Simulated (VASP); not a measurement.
## H10SO4: single point with r2SCAN

The system is H10SO4.

```
O H S
1.0
     5.45136    0.00000    0.00000
     0.00000    5.45136    0.00000
     0.00000    0.00000    5.45136
O H S
4 10 1
Direct
  0.86628 0.96553 0.61932
  0.75987 0.52367 0.83790
  0.38566 0.21718 0.68115
  0.10228 0.09949 0.08717
  0.70781 0.04758 0.61904
  0.83118 0.80182 0.68444
  0.61387 0.44345 0.77058
  0.72599 0.53675 0.01230
  0.24298 0.21997 0.57589
  0.31758 0.15839 0.83656
  0.05316 0.99453 0.22192
  0.98607 0.06883 0.95439
  0.48062 0.84966 0.19104
  0.31116 0.53934 0.20303
  0.47623 0.65681 0.34396
```

* Program: VASP 6.6.1
* Task: single point
* Functional: r2SCAN
* Potentials or basis: VASP PAW PBE potentials, release 64 (O_h, H_h, S)
* Cutoff: 1100 eV
* k mesh: 1 × 1 × 1
* Occupations: fermi-dirac, width 0.02 eV
* Spin: no spin polarisation

```
Pressure      : 0.0 GPa
Largest force : 0.260 eV/Å
```

Forces in eV/Å, atoms in the order of the input:
```
O   -0.093  0.134 -0.055
O   -0.203 -0.064 -0.061
O   -0.152 -0.057  0.070
O   -0.016 -0.137  0.090
H    0.094 -0.075 -0.038
H    0.018 -0.094  0.034
H    0.185  0.107  0.075
H    0.008 -0.003  0.019
H    0.146 -0.026  0.081
H    0.057  0.051 -0.102
H    0.019  0.108 -0.077
H    0.030  0.032  0.016
H   -0.038 -0.108  0.102
H    0.057  0.050  0.064
S   -0.114  0.081 -0.219
```

Stress tensor (GPa, compression positive):
```
 0.16 -0.06  0.09
-0.06  0.76 -0.09
 0.09 -0.09 -0.80
```

Levels at points of the mesh, in eV from the Fermi level:
```tsv
k point	band 18	band 19	band 20	band 21	band 22	band 23
(0.00, 0.00, 0.00)	-1.56	-1.38	-0.58	4.24	5.90	7.64
```

It took 120 s on 1 thread of Intel(R) Xeon(R) Platinum 8259CL CPU @ 2.50GHz (Skylake/Cascade Lake), on a shared host, peak memory 0.51 GiB.

Caveat: the k points lie up to 1.15 Å⁻¹ apart, too coarse for converged energies, forces and pressures; the PAW data sets were made with another functional, which shifts forces and pressure a little.
